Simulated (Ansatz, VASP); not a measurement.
## Ru2F: VASP beside Ansatz

```
Ru F
1.0
     3.90660    0.00000    0.00000
    -1.95330    3.38322    0.00000
     0.00000    0.00000    2.84388
Ru F
2 1
Direct
  0.33333 0.66667 0.19015
  0.66667 0.33333 0.80985
  0.00000 0.00000 0.50000
```

Change from the starting cell: species swapped into the TmMg2 type (P-3m1, No. 164).

Alike in both runs: functional PBE; k mesh 6 × 6 × 6; occupations gaussian, width 0.1 eV; collinear spin.

Ansatz relaxed the structure, and its values are those at the end. VASP's run is a single point on that final structure, the one shown.

|  | VASP | Ansatz |
| --- | --- | --- |
| version | VASP 6.6.1 | Ansatz 0.2.0 |
| potentials or method | VASP PAW PBE potentials, release 64 (Ru_pv, F), cutoff 520 eV | scalar-relativistic, plane waves, PAW |
| valence electrons in the cell | 35 | 39 |

```tsv
	VASP	Ansatz	Ansatz less VASP
gap on the k mesh at the Fermi level (eV)	none	none	-
pressure (GPa)	-0.2	-0.1	+0.09
rms of the force components (eV/Å)	0.012	0.005	-0.0073
net moment per atom (μB)	0.00	0.00	0.000
```

A gap of «none» marks a metal or a gap that the smearing closes. VASP's potentials hold 35 valence electrons a cell and Ansatz's 39, so a difference there can come from the potentials and not from the codes. Ansatz's warnings: seeded moment not kept.

The k mesh is coarse, so the values compare programs but aren't converged.
